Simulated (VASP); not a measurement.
A run of VASP 6.6.1 is set up as follows.

INCAR

```
SYSTEM = Rb
  ALGO = Normal
  EDIFF = 1E-6
  ENCUT = 520
  GGA = RE
  ISIF = 2
  ISMEAR = -1
  LASPH = .True.
  LCHARG = .False.
  LREAL = .False.
  LWAVE = .False.
  NBANDS = 16
  NELM = 80
  PREC = Accurate
  SIGMA = 0.1
```

Contents of KPOINTS:

```
k-points
0
Gamma
  8 8 4
  0 0 0
```

POSCAR

```
Rb
1.0
    5.3192444895      0.0000000000      0.0000000000
   -2.6596222448      4.6066008569      0.0000000000
    0.0000000000      0.0000000000      8.7720518570
Rb
2
Direct
    0.3333333333      0.6666666667      0.2500000000
    0.6666666667      0.3333333333      0.7500000000
```

Potentials or basis: VASP PAW PBE potentials, release 64 (Rb_sv).

The run is started by

```console
$ cat potpaw_PBE.64/Rb_sv/POTCAR > POTCAR
$ mpirun -np 1 vasp_std > vasp.out
```

**Question.** What does it give for the pressure?

**Answer.** -0.1 GPa.

**Question.** Predict the band gap on the k mesh.

**Answer.** Zero (bands 9 and 10 overlap by 2.01 eV).

Caveat: the PAW data sets were made with another functional, which shifts forces and pressure a little.
